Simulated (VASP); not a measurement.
Here is a VASP 6.6.1 calculation.

File INCAR:

```
PREC = Accurate ; ENCUT = 520
EDIFF = 1E-6 ; ISMEAR = 0
SIGMA = 0.1 ; LREAL = F
LASPH = T ; NELM = 150
ALGO = Fast ; ISIF = 2
LWAVE = F ; LCHARG = F
ISPIN = 2 ; MAGMOM = 0.95 0.95 0.95 0.95 0 0 0 0 0 0
LORBIT = 11 ; LMAXMIX = 4
GGA = PE ; NBANDS = 49
KPAR = 4
```

KPOINTS

```
regular mesh
0
Gamma
  9 9 9
```

File POSCAR:

```
Fe2O3
1.0
    2.3860624040      1.3775937713      4.4370134329
   -2.3860624040      1.3775937713      4.4370134329
    0.0000000000     -2.7551875426      4.4370134329
Fe O
4 6
Direct
    0.3454714550      0.3454714550      0.3454714550
    0.1545285450      0.1545285450      0.1545285450
    0.6545285450      0.6545285450      0.6545285450
    0.8454714550      0.8454714550      0.8454714550
    0.5631570994      0.9368429006      0.2500000000
    0.2500000000      0.5631570994      0.9368429006
    0.9368429006      0.2500000000      0.5631570994
    0.4368429006      0.0631570994      0.7500000000
    0.7500000000      0.4368429006      0.0631570994
    0.0631570994      0.7500000000      0.4368429006
```

Potentials or basis: VASP PAW PBE potentials, release 64 (Fe, O).

The run is started by

```bash
$ cat potpaw_PBE.64/Fe/POTCAR potpaw_PBE.64/O/POTCAR > POTCAR
$ mpirun -np 4 vasp_std > vasp.out
```

(1) Predict the pressure.

(2) Predict the band gap on the k mesh.

(3) What does it give for the net moment?

Answers

(1) 1.6 GPa.

(2) zero (filled and empty bands overlap).

(3) 4.00 μB per cell.

Caveat: semilocal functionals often make such compounds metallic where correlation or magnetic order opens a gap, which also shifts bond lengths.
